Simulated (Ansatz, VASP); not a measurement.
# Sb: VASP beside Ansatz

The input INCAR:

```
PREC = Accurate
ENCUT = 520
EDIFF = 1E-6
ISMEAR = 0
SIGMA = 0.025
LREAL = F
LASPH = T
NELM = 100
ALGO = Normal
ISIF = 2
LWAVE = F
LCHARG = F
GGA = PE
NBANDS = 8
```

Contents of KPOINTS:

```
Automatic mesh
0
Gamma
  10 10 10
```

File POSCAR:

```
Sb
1.0
   -1.8713408863      1.8713408863      1.8713408863
    1.8713408863     -1.8713408863      1.8713408863
    1.8713408863      1.8713408863     -1.8713408863
Sb
1
Direct
    0.0000000000      0.0000000000      0.0000000000
```

The input input.yaml:

```yaml
crystal:
  lattice:
    - [-1.8713408863, 1.8713408863, 1.8713408863]
    - [1.8713408863, -1.8713408863, 1.8713408863]
    - [1.8713408863, 1.8713408863, -1.8713408863]
  atoms:
    - { symbol: Sb, position: [0.0, 0.0, 0.0] }
hamiltonian:
  xc: pbe
  pseudopotentials: { kind: paw }
kpoints:
  mp_grid: { grid: [10, 10, 10] }
scf:
  occupations: { method: gaussian, width: 0.025 }
output:
  forces: true
  stress: true
  eigenvalues: true
```

Alike in both runs: task single point; functional PBE; k mesh 10 × 10 × 10; occupations gaussian, width 0.025 eV; no spin polarisation.

```csv
,VASP,Ansatz
version,VASP 6.6.1,Ansatz 0.2.0
potentials or method,"VASP PAW PBE potentials, release 64 (Sb)",Ansatz PAW
plane-wave cutoff (eV),520,420
valence electrons in the cell,5,15
```

Ansatz gave:

```
gap on the k mesh at the Fermi level (eV) : none
pressure (GPa)                            : 3.1
```

Problem. Which values does VASP return?

Solution. gap on the k mesh at the Fermi level (eV): none; pressure (GPa): 3.0.

A gap of «none» marks a metal or a gap that the smearing closes. The functional is the same, so the differences come from potentials, cutoffs and numerics. VASP's potentials hold 5 valence electrons a cell and Ansatz's 15, so a difference there can come from the potentials and not from the codes.

Neither program's run includes spin-orbit coupling.
